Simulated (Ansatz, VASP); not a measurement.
**One calculation of BN, two programs**

Contents of INCAR:

```
PREC = Accurate ; ENCUT = 520
EDIFF = 1E-6 ; ISMEAR = 0
SIGMA = 0.05 ; LREAL = False
LASPH = True ; NELM = 60
ALGO = Normal ; ISIF = 2
LWAVE = False ; LCHARG = True
LELF = True ; LVHAR = True
NBANDS = 16
```

KPOINTS

```
regular mesh
0
Gamma
  12 12 4
```

POSCAR

```
BN
1.0
    2.5039917043      0.0000000000      0.0000000000
   -1.2519958522      2.1685204268      0.0000000000
    0.0000000000      0.0000000000      6.6612000000
B N
2 2
Direct
    0.3333333333      0.6666666667      0.2500000000
    0.6666666667      0.3333333333      0.7500000000
    0.2468688492      0.6234344246      0.7500000000
    0.5802021825      0.2901010913      0.2500000000
```

Input for Ansatz:

```yaml
crystal:
  lattice:
    - [2.5039917043, 0.0, 0.0]
    - [-1.2519958522, 2.1685204268, 0.0]
    - [0.0, 0.0, 6.6612]
  atoms:
    - { symbol: B, position: [0.3333333333, 0.6666666667, 0.25] }
    - { symbol: B, position: [0.6666666667, 0.3333333333, 0.75] }
    - { symbol: "N", position: [0.2468688492, 0.6234344246, 0.75] }
    - { symbol: "N", position: [0.5802021825, 0.2901010913, 0.25] }
basis:
  ecutwfc: 420
kpoints:
  mp_grid: { grid: [12, 12, 4] }
hamiltonian:
  xc: lda
scf:
  occupations: { method: gaussian, width: 0.05 }
output:
  forces: true
  stress: true
  eigenvalues: true
```

Change from the starting cell: all N atoms moved +0.188 Å, as atom 3 towards its neighbour atom 2 (B) at 1.446 Å.

Alike in both runs: task single point; functional LDA; k mesh 12 × 12 × 4; occupations gaussian, width 0.05 eV; no spin polarisation.

```csv
,VASP,Ansatz
version,VASP 6.6.1,Ansatz 0.2.0
potentials or method,"VASP PAW LDA potentials, release 64 (B, N), cutoff 520 eV","scalar-relativistic, plane waves, PAW"
valence electrons in the cell,16,16
```

```tsv
	VASP	Ansatz	Ansatz less VASP
gap on the k mesh at the Fermi level (eV)	2.77	2.78	+0.013
least direct gap on the mesh (eV)	4.05	4.06	+0.015
pressure (GPa)	9.2	9.0	-0.19
traceless stress, the component that is largest in VASP (GPa)	-10.09	-9.73	+0.355
rms of the force components (eV/Å)	4.799	4.819	+0.0199
```

LDA's correlation is that of Perdew and Zunger in VASP and of Perdew and Wang (1992) in Ansatz. Atom by atom the forces differ by 0.020 eV/Å (rms over components).
